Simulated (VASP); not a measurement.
# Cu2Te (P6/mmm) in VASP: a series of runs, part 3 of 3

VASP 6.6.1. The steps go on from the part before.

### Step 6. Single point, LDA

The input, INCAR:

```
SYSTEM = Cu2Te
PREC     = Accurate       ! precision mode
ENCUT    = 520            ! plane-wave cutoff, eV
EDIFF    = 1E-6           ! SCF threshold, eV
ISMEAR   = -1             ! smearing method
SIGMA    = 0.1            ! smearing width, eV
LREAL    = .False.        ! projectors in reciprocal space
LASPH    = .True.         ! aspherical terms in the spheres
NELM     = 80             ! most SCF steps
ALGO     = Normal         ! electronic algorithm
ISIF     = 2              ! what is computed and relaxed
LWAVE    = .False.        ! write WAVECAR
LCHARG   = .False.        ! write CHGCAR
NBANDS   = 37             ! bands
```

The input, KPOINTS:

```
Automatic mesh
0
Gamma
  6 6 3
  0 0 0
```

The input, POSCAR:

```
Cu2Te
1.0
    4.3040142300      0.0000000000      0.0000000000
   -2.1520071200      3.7273856600      0.0000000000
    0.0000000000      0.0000000000      8.5234770000
Cu Te
4 2
Direct
    0.6666666720      0.3333333315      0.1519539995
    0.3333333317      0.6666666711      0.1519539995
    0.3333333317      0.6666666711      0.8480460005
    0.6666666720      0.3333333315      0.8480460005
    0.0000000000      0.0000000000      0.2661880005
    0.0000000000      0.0000000000      0.7338119995
```

Potentials or basis: VASP PAW LDA potentials, release 64 (Cu, Te).

The run is started by

```console
cat potpaw_LDA.64/Cu/POTCAR potpaw_LDA.64/Te/POTCAR > POTCAR
mpirun -np 1 vasp_std > vasp.out
```

OUTCAR:

```text
SYSTEM = Cu2Te
   PREC = Accurate
   ENCUT = 520
   EDIFF = 1E-6
   ISMEAR = -1
   LREAL = .False.
   LASPH = .True.
   NELM = 80
   ISIF = 2

 ion  position               nearest neighbor table
   1  0.667  0.333  0.152-   2 2.48   2 2.48   2 2.48   4 2.59   5 2.67   5 2.67   5 2.67
   2  0.333  0.667  0.152-   1 2.48   1 2.48   1 2.48   3 2.59   5 2.67   5 2.67   5 2.67
   3  0.333  0.667  0.848-   4 2.48   4 2.48   4 2.48   2 2.59   6 2.67   6 2.67   6 2.67
   4  0.667  0.333  0.848-   3 2.48   3 2.48   3 2.48   1 2.59   6 2.67   6 2.67   6 2.67
   5  0.000  0.000  0.266-   1 2.67   2 2.67   2 2.67   1 2.67   2 2.67   1 2.67
   6  0.000  0.000  0.734-   4 2.67   3 2.67   3 2.67   4 2.67   3 2.67   4 2.67

  LATTYP: Found a hexagonal cell.
 ALAT       =     4.3040142300
 C/A-ratio  =     1.9803552090

  Lattice vectors:

 A1 = (   4.3040142300,   0.0000000000,   0.0000000000)
 A2 = (  -2.1520071200,   3.7273856600,   0.0000000000)
 A3 = (   0.0000000000,   0.0000000000,   8.5234770000)

Analysis of symmetry for initial positions (statically):
[... 172 lines left out ...]
 cond. band min:       4.8089121869   @ k =   0.3333   0.1667   0.0000
 fundamental gap:      0.0694970100
 Fermi energy:         4.7926676790

 k-point     1 :       0.0000    0.0000    0.0000
  band No.  band energies     occupation
      1      -7.7205      2.00000
      2      -7.4052      2.00000
      3      -0.6862      2.00000
      4       0.3420      2.00000
      5       0.3420      2.00000
      6       0.4773      2.00000
[... 549 lines left out ...]
     36      10.8984      0.00000
     37      10.8984      0.00000

------------------------ aborting loop because EDIFF is reached ----------------------------------------

  FORCE on cell =-STRESS in cart. coord.  units (eV):
  Direction    XX          YY          ZZ          XY          YZ          ZX
  --------------------------------------------------------------------------------------
  -------------------------------------------------------------------------------------
  Total       -5.6104560     -5.6104560     -2.4019577      0.0000000      0.0000000     -0.0000000
  in kB      -65.7376119    -65.7376119    -28.1436951      0.0000001      0.0000000     -0.0000000
  external PRESSURE =     -53.2063063 kB  Pullay stress =       0.0000000 kB

 VOLUME and BASIS-vectors are now :
 -----------------------------------------------------------------------------
  energy-cutoff  :      520.00
  volume of cell :      136.74
      direct lattice vectors                 reciprocal lattice vectors
     4.304014230  0.000000000  0.000000000     0.232341239  0.134142277  0.000000000
    -2.152007120  3.727385660  0.000000000     0.000000000  0.268284554  0.000000000
     0.000000000  0.000000000  8.523477000     0.000000000  0.000000000  0.117323013

 POSITION                                       TOTAL-FORCE (eV/Angst)
 -----------------------------------------------------------------------------------
      2.15201      1.24246      1.29518         0.000000      0.000000     -0.059444
     -0.00000      2.48492      1.29518         0.000000     -0.000000     -0.059444
     -0.00000      2.48492      7.22830        -0.000000     -0.000000      0.059444
      2.15201      1.24246      7.22830         0.000000      0.000000      0.059444
      0.00000      0.00000      2.26885        -0.000000     -0.000000     -0.397021
      0.00000      0.00000      6.25463        -0.000000     -0.000000      0.397021
 -----------------------------------------------------------------------------------
    total drift:                               -0.000004     -0.000004     -0.000000

  FREE ENERGIE OF THE ION-ELECTRON SYSTEM (eV)
  ---------------------------------------------------
  free  energy   TOTEN  =       -25.3515310299 eV

  energy  without entropy=      -25.2841524222  energy(sigma->0) =      -25.31784173
```

It took 86 s on 1 thread of Intel Xeon 8259CL, shared host; peak memory 0.23 GiB.

Results:

| Item | Value |
| --- | --- |
| Free energy | -25.3515 eV |
| Pressure | -5.3 GPa |
| Largest force | 0.397 eV/Å |
| Band gap on the k mesh | zero (bands 28 and 29 overlap by 0.83 eV) |

Forces on the atoms (eV/Å):
```
Cu   0.000  0.000 -0.059
Cu   0.000  0.000 -0.059
Cu   0.000  0.000  0.059
Cu   0.000  0.000  0.059
Te   0.000  0.000 -0.397
Te   0.000  0.000  0.397
```

Stress tensor (GPa, compression positive):
```
-6.57  0.00  0.00
 0.00 -6.57  0.00
 0.00  0.00 -2.81
```

Levels at points of the mesh, in eV from the Fermi level:
```tsv
k point	band 25	band 26	band 27	band 28	band 29	band 30	band 31	band 32
(0.00, 0.00, 0.00)	-0.18	0.26	0.26	0.47	0.47	1.41	1.97	2.78
(0.50, 0.00, 0.00)	-2.19	-2.07	-1.35	-0.96	-0.36	1.03	2.10	3.77
```

Caveat: the cell stands under tension; spin-orbit coupling is left out, which moves the levels of the heavy elements.

### Step 7. Single point, LDA

The input, INCAR:

```
SYSTEM = Cu2Te
PREC     = Accurate       ! precision mode
ENCUT    = 520            ! plane-wave cutoff, eV
EDIFF    = 1E-6           ! SCF threshold, eV
ISMEAR   = -1             ! smearing method
SIGMA    = 0.1            ! smearing width, eV
LREAL    = .FALSE.        ! projectors in reciprocal space
LASPH    = .TRUE.         ! aspherical terms in the spheres
NELM     = 100            ! most SCF steps
ALGO     = Normal         ! electronic algorithm
ISIF     = 2              ! what is computed and relaxed
LWAVE    = .FALSE.        ! write WAVECAR
LCHARG   = .FALSE.        ! write CHGCAR
NBANDS   = 37             ! bands
```

The input, KPOINTS:

```
regular mesh
0
G
  8 8 4
  0 0 0
```

POSCAR is that of step 6.

Potentials or basis: VASP PAW LDA potentials, release 64 (Cu, Te).

The run is started by

```console
cat potpaw_LDA.64/Cu/POTCAR potpaw_LDA.64/Te/POTCAR > POTCAR
mpirun -np 1 vasp_std > vasp.out
```

OUTCAR:

```text
SYSTEM = Cu2Te
   PREC = Accurate
   ENCUT = 520
   EDIFF = 1E-6
   ISMEAR = -1
   LREAL = .FALSE.
   LASPH = .TRUE.
   NELM = 100
   ISIF = 2

 ion  position               nearest neighbor table
   1  0.667  0.333  0.152-   2 2.48   2 2.48   2 2.48   4 2.59   5 2.67   5 2.67   5 2.67
   2  0.333  0.667  0.152-   1 2.48   1 2.48   1 2.48   3 2.59   5 2.67   5 2.67   5 2.67
   3  0.333  0.667  0.848-   4 2.48   4 2.48   4 2.48   2 2.59   6 2.67   6 2.67   6 2.67
   4  0.667  0.333  0.848-   3 2.48   3 2.48   3 2.48   1 2.59   6 2.67   6 2.67   6 2.67
[... 1168 lines left out ...]
  -------------------------------------------------------------------------------------
  Total       -5.5789935     -5.5789934     -2.5027783      0.0000000     -0.0000000      0.0000000
  in kB      -65.3689655    -65.3689654    -29.3250085      0.0000001     -0.0000000      0.0000000
  external PRESSURE =     -53.3543131 kB  Pullay stress =       0.0000000 kB

 VOLUME and BASIS-vectors are now :
 -----------------------------------------------------------------------------
  energy-cutoff  :      520.00
  volume of cell :      136.74
      direct lattice vectors                 reciprocal lattice vectors
     4.304014230  0.000000000  0.000000000     0.232341239  0.134142277  0.000000000
    -2.152007120  3.727385660  0.000000000     0.000000000  0.268284554  0.000000000
     0.000000000  0.000000000  8.523477000     0.000000000  0.000000000  0.117323013

 POSITION                                       TOTAL-FORCE (eV/Angst)
 -----------------------------------------------------------------------------------
      2.15201      1.24246      1.29518         0.000000      0.000000     -0.059927
     -0.00000      2.48492      1.29518        -0.000000     -0.000000     -0.059927
     -0.00000      2.48492      7.22830        -0.000000     -0.000000      0.059927
      2.15201      1.24246      7.22830         0.000000      0.000000      0.059927
      0.00000      0.00000      2.26885        -0.000000      0.000000     -0.393935
      0.00000      0.00000      6.25463         0.000000      0.000000      0.393935
 -----------------------------------------------------------------------------------
    total drift:                               -0.000004     -0.000004     -0.000000

  FREE ENERGIE OF THE ION-ELECTRON SYSTEM (eV)
  ---------------------------------------------------
  free  energy   TOTEN  =       -25.3628532526 eV

  energy  without entropy=      -25.2961971298  energy(sigma->0) =      -25.32952519
```

It took 3.1 min on 1 thread of Intel Xeon 8259CL, shared host; peak memory 0.28 GiB.

Results:

```yaml
Free_energy: -25.3629 eV
Pressure: -5.3 GPa
Largest_force: 0.394 eV/Å
Band_gap_on_the_k_mesh: zero (bands 28 and 29 overlap by 0.83 eV)
```

Forces on the atoms (eV/Å):
```
Cu   0.000  0.000 -0.060
Cu   0.000  0.000 -0.060
Cu   0.000  0.000  0.060
Cu   0.000  0.000  0.060
Te   0.000  0.000 -0.394
Te   0.000  0.000  0.394
```

Levels at points of the mesh, in eV from the Fermi level:
| k point | band 24 | band 25 | band 26 | band 27 | band 28 | band 29 | band 30 | band 31 | band 32 | band 33 |
| --- | --- | --- | --- | --- | --- | --- | --- | --- | --- | --- |
| (0.00, 0.00, 0.00) | -0.81 | -0.17 | 0.26 | 0.26 | 0.48 | 0.48 | 1.42 | 1.98 | 2.79 | 2.79 |
| (0.50, 0.00, 0.00) | -2.19 | -2.18 | -2.06 | -1.34 | -0.95 | -0.35 | 1.04 | 2.11 | 3.78 | 4.69 |
| (0.00, 0.00, 0.50) | -1.56 | 0.34 | 0.34 | 0.39 | 0.39 | 0.85 | 0.97 | 2.66 | 2.82 | 2.82 |
| (0.50, 0.00, 0.50) | -2.18 | -2.07 | -2.04 | -1.66 | -1.41 | -0.01 | 1.43 | 1.77 | 3.24 | 4.32 |

Caveat: the cell stands under tension; spin-orbit coupling is left out, which moves the levels of the heavy elements.

### Step 8. Overview

| k mesh | gap on the mesh (eV) | pressure (GPa) | largest force (eV/Å) |
| --- | --- | --- | --- |
| 2 × 2 × 1 | none | -5.5 | 0.59 |
| 3 × 3 × 2 | none | -5.2 | 0.17 |
| 4 × 4 × 2 | none | -5.5 | 0.37 |
| 5 × 5 × 2 | none | -5.3 | 0.43 |
| 6 × 6 × 3 | none | -5.3 | 0.40 |
| 8 × 8 × 4 | none | -5.3 | 0.39 |

Alike in all rows: task single point; level LDA; potentials or basis VASP PAW LDA potentials, release 64 (Cu, Te); no spin polarisation; cell as given; cutoff (eV) 520; smearing fermi-dirac 0.1 eV.

Caveats: some runs use coarse meshes; spin-orbit coupling is left out, which moves the levels of the heavy elements; the cell stands under tension (at least some runs).

Absolute energies hang on the potentials; compare differences alone.
